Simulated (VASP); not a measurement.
# CoSi2 (Fm-3m) in VASP: notebook, part 2 of 2

VASP 6.6.1.

### 4 Single point, PBE (13.86 Å³/atom)

This run uses another cell than the first one, of 13.86 Å³/atom.

INCAR

```
SYSTEM = CoSi2
PREC     = Accurate       ! precision mode
ENCUT    = 520            ! plane-wave cutoff, eV
EDIFF    = 1E-6           ! SCF threshold, eV
ISMEAR   = 0              ! smearing method
SIGMA    = 0.15           ! smearing width, eV
LREAL    = .False.        ! projectors in reciprocal space
LASPH    = .True.         ! aspherical terms in the spheres
NELM     = 100            ! most SCF steps
ALGO     = Normal         ! electronic algorithm
ISIF     = 2              ! what is computed and relaxed
LWAVE    = .False.        ! write WAVECAR
LCHARG   = .True.         ! write CHGCAR
GGA      = PE             ! functional
LELF     = .True.         ! ELF
LVHAR    = .True.       
NBANDS   = 16             ! bands
```

KPOINTS

```
Automatic mesh
0
Gamma
  14 14 14
  0 0 0
```

POSCAR

```
CoSi2
1.0
    0.0000000000      2.7498291905      2.7498291905
    2.7498291905      0.0000000000      2.7498291905
    2.7498291905      2.7498291905      0.0000000000
Co Si
1 2
Direct
    0.0000000000      0.0000000000      0.0000000000
    0.2500000000      0.2500000000      0.2500000000
    0.7500000000      0.7500000000      0.7500000000
```

Run with:

```
$ cat potpaw_PBE.64/Co/POTCAR potpaw_PBE.64/Si/POTCAR > POTCAR
$ mpirun -np 1 vasp_std > vasp.out
```

It took 31 s on 1 thread of Intel Xeon 6975P-C (Granite Rapids), shared host; peak memory 0.21 GiB.

It converged, with:

```
Free energy            : -19.1788 eV
Pressure               : -11.7 GPa
Band gap on the k mesh : zero (an odd number of electrons rules out a gap without spin polarisation)
```

Levels at points of the mesh, in eV from the Fermi level:
```
           k point  band 7  band 8  band 9  band 10  band 11  band 12
(0.00, 0.00, 0.00)    0.01    3.11    3.11     3.11     3.42     3.42
(0.50, 0.00, 0.00)   -1.42   -0.43   -0.43     2.43     3.18     3.18
(0.50, 0.50, 0.00)   -1.75   -1.69   -1.17     1.27     2.89     8.47
```

Caveat: the cell stands under tension; the run has no spin polarisation, though such a crystal can be magnetic. Spin polarisation is off, so any magnetic state and its effect on volume and gap are missing.

### 5 Single point, PBE (14.37 Å³/atom)

This run uses another cell than the first one, of 14.37 Å³/atom.

INCAR

```
PREC     = Accurate       # precision mode
ENCUT    = 520            # plane-wave cutoff, eV
EDIFF    = 1E-6           # SCF threshold, eV
ISMEAR   = 0              # smearing method
SIGMA    = 0.15           # smearing width, eV
LREAL    = False          # projectors in reciprocal space
LASPH    = True           # aspherical terms in the spheres
NELM     = 60             # most SCF steps
ALGO     = Normal         # electronic algorithm
ISIF     = 2              # what is computed and relaxed
LWAVE    = False          # write WAVECAR
LCHARG   = False          # write CHGCAR
GGA      = PE             # functional
NBANDS   = 16             # bands
```

KPOINTS

```
regular mesh
0
Gamma
  14 14 14
```

POSCAR

```
CoSi2
1.0
    0.0000000000      2.7833407038      2.7833407038
    2.7833407038      0.0000000000      2.7833407038
    2.7833407038      2.7833407038      0.0000000000
Co Si
1 2
Direct
    0.0000000000      0.0000000000      0.0000000000
    0.2500000000      0.2500000000      0.2500000000
    0.7500000000      0.7500000000      0.7500000000
```

Run with:

```
$ cat potpaw_PBE.64/Co/POTCAR potpaw_PBE.64/Si/POTCAR > POTCAR
$ mpirun -np 1 vasp_std > vasp.out
```

Wall time 31 s (1 thread of Intel Xeon 6975P-C (Granite Rapids), shared host); peak memory 0.21 GiB.

Results (log left out):

| Item | Value |
| --- | --- |
| Free energy | -19.0489 eV |
| Pressure | -15.4 GPa |
| Band gap on the k mesh | zero (an odd number of electrons rules out a gap without spin polarisation) |

Levels at points of the mesh, in eV from the Fermi level:
```csv
k point,band 6,band 7,band 8,band 9,band 10,band 11,band 12,band 13
"(0.00, 0.00, 0.00)",-1.55,-0.29,2.99,2.99,2.99,3.41,3.41,3.41
"(0.50, 0.00, 0.00)",-1.33,-1.33,-0.39,-0.39,2.33,3.09,3.09,3.43
"(0.50, 0.50, 0.00)",-1.65,-1.65,-1.58,-1.09,1.15,2.89,8.44,8.49
```

Caveat: the cell stands under tension; the run has no spin polarisation, though such a crystal can be magnetic. Spin polarisation is off, so any magnetic state and its effect on volume and gap are missing.

### 6 Single point, PBE, collinear spin, ferromagnetic start (11.30 Å³/atom)

This run uses another cell than the first one, of 11.30 Å³/atom.

INCAR

```
ALGO = Normal ; EDIFF = 1E-6
ENCUT = 520 ; GGA = PE
ISIF = 2 ; ISMEAR = 0
ISPIN = 2 ; LASPH = T
LCHARG = F ; LMAXMIX = 4
LORBIT = 11 ; LREAL = F
LWAVE = F ; MAGMOM = 2.2 0 0
NBANDS = 20 ; NELM = 150
NUPDOWN = 2.2 ; PREC = Accurate
SIGMA = 0.15
```

KPOINTS

```
k-points
0
Gamma
  14 14 14
```

POSCAR

```
CoSi2
1.0
    0.0000000000      2.5683793221      2.5683793221
    2.5683793221      0.0000000000      2.5683793221
    2.5683793221      2.5683793221      0.0000000000
Co Si
1 2
Direct
    0.0000000000      0.0000000000      0.0000000000
    0.2500000000      0.2500000000      0.2500000000
    0.7500000000      0.7500000000      0.7500000000
```

Potentials or basis: VASP PAW PBE potentials, release 64 (Co, Si).

Run with:

```
$ cat potpaw_PBE.64/Co/POTCAR potpaw_PBE.64/Si/POTCAR > POTCAR
$ mpirun -np 1 vasp_std > vasp.out
```

OUTCAR:

```text
EDIFF = 1E-6
   ENCUT = 520
   GGA = PE
   ISIF = 2
   ISMEAR = 0
   ISPIN = 2
   LASPH = T
   LORBIT = 11
   LREAL = F
   NELM = 150
   NUPDOWN = 2.2
   PREC = Accurate

 ion  position               nearest neighbor table
   1  0.000  0.000  0.000-   3 2.22   3 2.22   3 2.22   2 2.22   3 2.22   2 2.22   2 2.22   2 2.22

   2  0.250  0.250  0.250-   1 2.22   1 2.22   1 2.22   1 2.22   3 2.57   3 2.57   3 2.57   3 2.57
                             3 2.57   3 2.57
   3  0.750  0.750  0.750-   1 2.22   1 2.22   1 2.22   1 2.22   2 2.57   2 2.57   2 2.57   2 2.57
                             2 2.57   2 2.57

  LATTYP: Found a face centered cubic cell.
 ALAT       =     5.1367586442

  Lattice vectors:

[... 1326 lines left out ...]
  volume of cell :       33.89
      direct lattice vectors                 reciprocal lattice vectors
     0.000000000  2.568379322  2.568379322    -0.194675294  0.194675294  0.194675294
     2.568379322  0.000000000  2.568379322     0.194675294 -0.194675294  0.194675294
     2.568379322  2.568379322  0.000000000     0.194675294  0.194675294 -0.194675294

 POSITION                                       TOTAL-FORCE (eV/Angst)
 -----------------------------------------------------------------------------------
      0.00000      0.00000      0.00000        -0.000000     -0.000000     -0.000000
      1.28419      1.28419      1.28419        -0.000000     -0.000000     -0.000000
      3.85257      3.85257      3.85257         0.000000      0.000000      0.000000
 -----------------------------------------------------------------------------------
    total drift:                               -0.000000     -0.000000      0.000000

  FREE ENERGIE OF THE ION-ELECTRON SYSTEM (eV)
  ---------------------------------------------------
  free  energy   TOTEN  =       -16.5536696740 eV

  energy  without entropy=      -16.5343710548  energy(sigma->0) =      -16.54402036

 total charge

# of ion       s       p       d       tot
------------------------------------------
    1        0.616   0.854   7.677   9.148
    2        0.772   0.941   0.000   1.713
    3        0.772   0.941   0.000   1.713
--------------------------------------------------
tot          2.160   2.736   7.677  12.573

 magnetization (x)

# of ion       s       p       d       tot
------------------------------------------
    1        0.022   0.225   1.075   1.322
    2        0.066   0.122   0.000   0.189
    3        0.066   0.122   0.000   0.189
--------------------------------------------------
tot          0.154   0.470   1.075   1.699
```

OSZICAR:

```text
N       E                     dE             d eps       ncg     rms          rms(c)
DAV:   1     0.736660387326E+02    0.73666E+02   -0.66832E+03  8364   0.838E+02
DAV:   2    -0.133533936404E+02   -0.87019E+02   -0.78173E+02  8868   0.195E+02
DAV:   3    -0.181544864494E+02   -0.48011E+01   -0.46434E+01 10056   0.473E+01
DAV:   4    -0.182307673917E+02   -0.76281E-01   -0.76122E-01  9752   0.542E+00
DAV:   5    -0.182327846609E+02   -0.20173E-02   -0.20170E-02 10260   0.927E-01    0.189E+01
DAV:   6    -0.219211048921E+02   -0.36883E+01   -0.24718E+01  9428   0.928E+01    0.231E+01
DAV:   7    -0.165833929064E+02    0.53377E+01   -0.12029E+01 10124   0.696E+01    0.552E+00
DAV:   8    -0.165998706392E+02   -0.16478E-01   -0.55414E-01 10724   0.584E+00    0.343E+00
DAV:   9    -0.165564760242E+02    0.43395E-01   -0.51584E-02 10748   0.375E+00    0.902E-01
DAV:  10    -0.165535712488E+02    0.29048E-02   -0.73719E-03 11632   0.122E+00    0.231E-01
DAV:  11    -0.165537077761E+02   -0.13653E-03   -0.85097E-04  9956   0.263E-01    0.845E-02
DAV:  12    -0.165536773748E+02    0.30401E-04   -0.86811E-05 11444   0.136E-01    0.284E-02
DAV:  13    -0.165536705182E+02    0.68566E-05   -0.68515E-06 11184   0.249E-02    0.139E-02
DAV:  14    -0.165536696740E+02    0.84419E-06   -0.20336E-06  9180   0.886E-03
   1 F= -.16553670E+02 E0= -.16544020E+02  d E =-.192986E-01  mag=     2.2000
```

stdout:

```text
POSCAR found type information on POSCAR CoSi
 POSCAR found :  2 types and       3 ions
 scaLAPACK will be used
 LDA part: xc-table for (Slater+PW92), standard interpolation
 POSCAR, INCAR and KPOINTS ok, starting setup
 FFT: planning ... GRIDC
 FFT: planning ... GRID_SOFT
 FFT: planning ... GRID
 WAVECAR not read
 entering main loop
```

Run time: 58 s. Hardware: 1 thread of Intel Xeon 6975P-C (Granite Rapids), shared host; peak memory 0.24 GiB.

Results:

```yaml
Free_energy: -16.5537 eV
Pressure: 48.8 GPa
Net_moment: 2.20 μB per cell
Site_moments: Co +1.32; Si +0.19 μB
Valence_electrons_inside_the_program's_atomic_spheres: Co 9.15; Si 1.71
```

Caveat: the cell stands under pressure; the total moment is fixed, so each spin has its own Fermi level.

### 7 Overview

```tsv
spin	fixed moment (μB)	cell	gap on the mesh (eV)	pressure (GPa)
off	-	a = 3.739 Å, angles 60.0°, 3 atoms	none	7.8
off	-	a = 3.840 Å, angles 60.0°, 3 atoms	none	-6.6
off	-	a = 3.889 Å, angles 60.0°, 3 atoms	none	-11.7
off	-	a = 3.936 Å, angles 60.0°, 3 atoms	none	-15.4
collinear, ferromagnetic start	2.2	a = 3.632 Å, angles 60.0°, 3 atoms	-	48.8
```

Alike in all rows: task single point; level PBE; potentials or basis VASP PAW PBE potentials, release 64 (Co, Si); k mesh 14 × 14 × 14; cutoff (eV) 520; smearing gaussian 0.15 eV.

Caveats: the cell stands under tension (at least some runs); the cell stands under pressure (at least some runs); the total moment is fixed, so each spin has its own Fermi level (at least some runs).

Absolute energies hang on the potentials; compare differences alone.
